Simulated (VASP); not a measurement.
# MgO (P6_3mc) in VASP: a series of runs

MgO is run at these levels: PBEsol; tasks: single point.

Program: VASP 6.6.1. These are calculated values, not measurements. Logs are shortened: lines on timing, memory, paths and dates and some standing lists are left out, and cuts for length are marked.

## (1) The cell of the first run

The structure is hexagonal, space group P6_3mc (No. 186). Conventional cell: a = 3.303 Å, b = 3.303 Å, c = 5.019 Å, α = 90.00°, β = 90.00°, γ = 120.00°. Within 2.3 Å of Mg (site symmetry 3m) lie 4 O at 1.76 to 2.05 Å. O (site symmetry 3m) has 4 Mg at 1.76 to 2.05 Å within 2.3 Å.

## (2) Single point, PBEsol (c/a of the conventional cell at fixed volume 1.5194)

INCAR reads:

```
PREC     = Accurate       # precision mode
ENCUT    = 520            # plane-wave cutoff, eV
EDIFF    = 1E-6           # SCF threshold, eV
ISMEAR   = 0              # smearing method
SIGMA    = 0.05           # smearing width, eV
LREAL    = F              # projectors in reciprocal space
LASPH    = T              # aspherical terms in the spheres
NELM     = 80             # most SCF steps
ALGO     = Normal         # electronic algorithm
ISIF     = 2              # what is computed and relaxed
LWAVE    = F              # write WAVECAR
LCHARG   = F              # write CHGCAR
GGA      = PS             # functional
NBANDS   = 16             # bands
```

KPOINTS reads:

```
Automatic mesh
0
Gamma
  9 9 6
```

POSCAR reads:

```
MgO
1.0
    3.3034678116      0.0000000000      0.0000000000
   -1.6517339058      2.8608870454      0.0000000000
    0.0000000000      0.0000000000      5.0193879762
Mg O
2 2
Direct
    0.3333333333      0.6666666667      0.0508752499
    0.6666666667      0.3333333333      0.5508752499
    0.3333333333      0.6666666667      0.4009416620
    0.6666666667      0.3333333333      0.9009416620
```

Potentials or basis: VASP PAW PBE potentials, release 64 (Mg, O).

Command:

```sh
$ cat potpaw_PBE.64/Mg/POTCAR potpaw_PBE.64/O/POTCAR > POTCAR
$ mpirun -np 1 vasp_std > vasp.out
```

OUTCAR:

```text
PREC = Accurate
   ENCUT = 520
   EDIFF = 1E-6
   ISMEAR = 0
   LREAL = F
   LASPH = T
   NELM = 80
   ISIF = 2
   GGA = PS

 ion  position               nearest neighbor table
   1  0.333  0.667  0.051-   3 1.76   4 2.05   4 2.05   4 2.05   2 3.15   2 3.15   2 3.15   2 3.15
                             2 3.15   2 3.15
   2  0.667  0.333  0.551-   4 1.76   3 2.05   3 2.05   3 2.05   1 3.15   1 3.15   1 3.15   1 3.15
                             1 3.15   1 3.15
   3  0.333  0.667  0.401-   1 1.76   2 2.05   2 2.05   2 2.05
   4  0.667  0.333  0.901-   2 1.76   1 2.05   1 2.05   1 2.05

  LATTYP: Found a hexagonal cell.
 ALAT       =     3.3034678116
 C/A-ratio  =     1.5194299634

  Lattice vectors:

 A1 = (   3.3034678116,   0.0000000000,   0.0000000000)
 A2 = (  -1.6517339058,   2.8608870454,   0.0000000000)
 A3 = (   0.0000000000,   0.0000000000,   5.0193879762)

Analysis of symmetry for initial positions (statically):
=====================================================================
 Subroutine PRICEL returns:
 Original cell was already a primitive cell.

 Routine SETGRP: Setting up the symmetry group for a
 hexagonal supercell.

 Subroutine GETGRP returns: Found 12 space group operations
 (whereof  6 operations were pure point group operations)
 out of a pool of 24 trial point group operations.

The static configuration has the point symmetry C_3v.
 The point group associated with its full space group is C_6v.

Analysis of symmetry for dynamics (positions and initial velocities):
=====================================================================
 Subroutine PRICEL returns:
 Original cell was already a primitive cell.

 Routine SETGRP: Setting up the symmetry group for a
 hexagonal supercell.

 Subroutine GETGRP returns: Found 12 space group operations
 (whereof  6 operations were pure point group operations)
 out of a pool of 24 trial point group operations.

The dynamic configuration has the point symmetry C_3v.
 The point group associated with its full space group is C_6v.

 Subroutine INISYM returns: Found 12 space group operations
 (whereof  6 operations are pure point group operations),
 and found     1 'primitive' translations

----------------------------------------------------------------------------------------

                                     Primitive cell

[... 95 lines left out ...]
   LREAL  =      F    real-space projection
   EDIFFG = 0.1E-04   stopping-criterion for IOM
   NSW    =      0    number of steps for IOM
   IBRION =     -1    ionic relax: 0-MD 1-quasi-New 2-CG
   NFREE  =      0    steps in history (QN), initial steepest desc. (CG)
   ISIF   =      2    stress and relaxation
   ISYM   =      2    0-nonsym 1-usesym 2-fastsym
   POTIM  = 0.5000    time-step for ionic-motion
   TEBEG  =    0.0;   TEEND  =   0.0 temperature during run
   PSTRESS=    0.0 pullay stress
   NELECT =      16.0000    total number of electrons
   NUPDOWN=      -1.0000    fix difference up-down
   EMIN   =  10.00;   EMAX   =-10.00  energy-range for DOS
   EFERMI =   0.00;   METHOD = LEGACY
   ISMEAR =     0;   SIGMA  =   0.05  broadening in eV -4-tet -1-fermi 0-gaus
   EFERMI_NEDOS =   21; number of points for ismear=-14 and -15
   IALGO  =     38    algorithm
   IMIX   =      4    mixing-type and parameters
     AMIX     =   0.40;   BMIX     =  1.00
     AMIX_MAG =   1.60;   BMIX_MAG =  1.00
  volume/ion in A,a.u.               =      11.86        80.03
  Fermi-wavevector in a.u.,A,eV,Ry     =   1.139570  2.153475 17.668792  1.298620
  Thomas-Fermi vector in A             =   2.276273
   LORBIT       =      0    0 simple, 1 ext, 2 COOP (PROOUT), +10 PAW based schemes
   GGA     = PS    functional components
   LHFCALC =     F    Hartree Fock is set to
   AEXX    =    0.0000 exact exchange contribution
   IVDW    =     0    specifies the selected vdW correction
   LEPSILON=     F    determine dielectric tensor
   LRPA    =     F    only Hartree local field effects (RPA)
 non-spin polarized calculation
 Gauss-broadening in eV      SIGMA  =   0.05
  energy-cutoff  :      520.00
  volume of cell :       47.44
 maximum number of plane-waves:      1296
 NGX is ok and might be reduce to    28
   NGX = 13   NGY = 13   NGZ = 19

 number of electron      15.9999997 magnetization

 Free energy of the ion-electron system (eV)
  ---------------------------------------------------
  ext. energy  EPLUGINS =         0.00000000
  ---------------------------------------------------
  free energy    TOTEN  =       -23.91472084 eV

  energy without entropy =      -23.91472084  energy(sigma->0) =      -23.91472084

 E-fermi :   0.9405     XC(G=0):  -9.9347

 val. band max:        0.6406905880   @ k =   0.0000   0.0000   0.0000
 cond. band min:       4.2734740724   @ k =   0.0000   0.0000   0.0000
 fundamental gap:      3.6327834844
 Fermi energy:         0.9405259863

 k-point     1 :       0.0000    0.0000    0.0000
  band No.  band energies     occupation
      1     -15.2104      2.00000
      2     -14.4022      2.00000
      3      -2.3007      2.00000
      4       0.3629      2.00000
      5       0.3629      2.00000
      6       0.6394      2.00000
[... 433 lines left out ...]
      3      -1.6759      2.00000
      4      -1.2660      2.00000
      5      -1.2660      2.00000
      6      -0.4602      2.00000
[... 8 lines left out ...]
     15      14.6639      0.00000
     16      17.7608      0.00000

 [... further k-points ...]

------------------------ aborting loop because EDIFF is reached ----------------------------------------

  FORCE on cell =-STRESS in cart. coord.  units (eV):
  Direction    XX          YY          ZZ          XY          YZ          ZX
  --------------------------------------------------------------------------------------
  -------------------------------------------------------------------------------------
  Total       -1.9068786     -1.9068786      9.7394043      0.0000000      0.0000000      0.0000000
  in kB      -64.4038851    -64.4038851    328.9435851      0.0000000      0.0000000      0.0000000
  external PRESSURE =      66.7119383 kB  Pullay stress =       0.0000000 kB

 VOLUME and BASIS-vectors are now :
 -----------------------------------------------------------------------------
  energy-cutoff  :      520.00
  volume of cell :       47.44
      direct lattice vectors                 reciprocal lattice vectors
     3.303467812  0.000000000  0.000000000     0.302712197  0.174770969  0.000000000
    -1.651733906  2.860887045  0.000000000     0.000000000  0.349541937  0.000000000
     0.000000000  0.000000000  5.019387976     0.000000000  0.000000000  0.199227476

 POSITION                                       TOTAL-FORCE (eV/Angst)
 -----------------------------------------------------------------------------------
     -0.00000      1.90726      0.25536        -0.000000      0.000000     -3.396617
      1.65173      0.95363      2.76506         0.000000     -0.000000     -3.396617
     -0.00000      1.90726      2.01248         0.000000      0.000000      3.396617
      1.65173      0.95363      4.52218         0.000000      0.000000      3.396617
 -----------------------------------------------------------------------------------
    total drift:                               -0.000000      0.000000      0.000978

  FREE ENERGIE OF THE ION-ELECTRON SYSTEM (eV)
  ---------------------------------------------------
  free  energy   TOTEN  =       -23.9147208441 eV

  energy  without entropy=      -23.9147208441  energy(sigma->0) =      -23.91472084
```

OSZICAR:

```text
N       E                     dE             d eps       ncg     rms          rms(c)
DAV:   1     0.639229888607E+02    0.63923E+02   -0.75084E+03  1536   0.883E+02
DAV:   2    -0.239004108796E+02   -0.87823E+02   -0.79959E+02  2072   0.199E+02
DAV:   3    -0.280840914595E+02   -0.41837E+01   -0.41711E+01  1768   0.450E+01
DAV:   4    -0.281014901588E+02   -0.17399E-01   -0.17398E-01  1904   0.341E+00
DAV:   5    -0.281015757982E+02   -0.85639E-04   -0.85639E-04  1776   0.229E-01    0.114E+01
DAV:   6    -0.240339222085E+02    0.40677E+01   -0.11482E+01  1536   0.254E+01    0.389E+00
DAV:   7    -0.239498590160E+02    0.84063E-01   -0.17327E-01  1568   0.332E+00    0.219E+00
DAV:   8    -0.239165546170E+02    0.33304E-01   -0.99162E-02  1712   0.335E+00    0.469E-01
DAV:   9    -0.239142085598E+02    0.23461E-02   -0.72614E-03  1840   0.757E-01    0.116E-01
DAV:  10    -0.239147051755E+02   -0.49662E-03   -0.51638E-04  1576   0.212E-01    0.220E-02
DAV:  11    -0.239147218221E+02   -0.16647E-04   -0.62170E-05  1696   0.684E-02    0.166E-02
DAV:  12    -0.239147209057E+02    0.91637E-06   -0.16880E-05  1752   0.342E-02    0.749E-03
DAV:  13    -0.239147208441E+02    0.61554E-07   -0.76817E-07  1224   0.892E-03
   1 F= -.23914721E+02 E0= -.23914721E+02  d E =-.109792E-18
```

Wall time 20 s (1 thread of Intel Xeon 6975P-C (Granite Rapids), shared host); peak memory 0.19 GiB.

What came out:

* Free energy: -23.9147 eV
* Pressure: 6.7 GPa
* Largest force: 3.397 eV/Å
* Band gap on the k mesh: 3.63 eV, direct

Forces on the atoms (eV/Å):
```
Mg   0.000  0.000 -3.397
Mg   0.000  0.000 -3.397
O    0.000  0.000  3.397
O    0.000  0.000  3.397
```

Stress tensor (GPa, compression positive):
```
-6.44  0.00  0.00
 0.00 -6.44  0.00
 0.00  0.00 32.89
```

Levels at points of the mesh, in eV from the valence-band top:
```
           k point  band 6  band 7  band 8  band 9  band 10  band 11
(0.00, 0.00, 0.00)    0.00    0.00    0.00    3.63     8.25    10.25
(0.00, 0.00, 0.50)   -0.14   -0.14   -0.14    5.91     5.91    13.28
```

Caveat: the PAW data sets were made with another functional, which shifts forces and pressure a little.

## (3) Single point, PBEsol (c/a of the conventional cell at fixed volume 1.3979)

INCAR reads:

```
SYSTEM = MgO
PREC = Accurate
ENCUT = 520
EDIFF = 1E-6
ISMEAR = 0
SIGMA = 0.05
LREAL = .FALSE.
LASPH = .TRUE.
NELM = 60
ALGO = Normal
ISIF = 2
LWAVE = .FALSE.
LCHARG = .FALSE.
GGA = PS
NBANDS = 16
```

KPOINTS reads:

```
Automatic mesh
0
G
  9 9 6
  0 0 0
```

POSCAR reads:

```
MgO
1.0
    3.3965520429      0.0000000000      0.0000000000
   -1.6982760214      2.9415003544      0.0000000000
    0.0000000000      0.0000000000      4.7480401007
Mg O
2 2
Direct
    0.3333333333      0.6666666667      0.0272667940
    0.6666666667      0.3333333333      0.5272667940
    0.3333333333      0.6666666667      0.4009416620
    0.6666666667      0.3333333333      0.9009416620
```

Potentials or basis: VASP PAW PBE potentials, release 64 (Mg, O).

Command:

```sh
$ cat potpaw_PBE.64/Mg/POTCAR potpaw_PBE.64/O/POTCAR > POTCAR
$ mpirun -np 1 vasp_std > vasp.out
```

It took 20 s on 1 thread of Intel Xeon 6975P-C (Granite Rapids), shared host; peak memory 0.18 GiB.

It converged, with:

- Free energy: -23.9798 eV
- Pressure: 5.2 GPa
- Largest force: 2.940 eV/Å
- Band gap on the k mesh: 3.37 eV, direct

Forces in eV/Å, atoms in the order of the input:
```
Mg   0.000  0.000 -2.940
Mg   0.000  0.000 -2.940
O    0.000  0.000  2.940
O    0.000  0.000  2.940
```

Stress tensor (GPa, compression positive):
```
-8.14  0.00  0.00
 0.00 -8.14  0.00
 0.00  0.00 31.96
```

Levels at points of the mesh, in eV from the valence-band top:
```
           k point  band 5  band 6  band 7  band 8  band 9  band 10  band 11  band 12
(0.00, 0.00, 0.00)   -0.80   -0.36   -0.36    0.00    3.37     8.15    10.61    13.29
(0.00, 0.00, 0.50)   -0.59   -0.59   -0.59   -0.59    5.81     5.81    13.68    13.68
```

Caveat: the PAW data sets were made with another functional, which shifts forces and pressure a little.
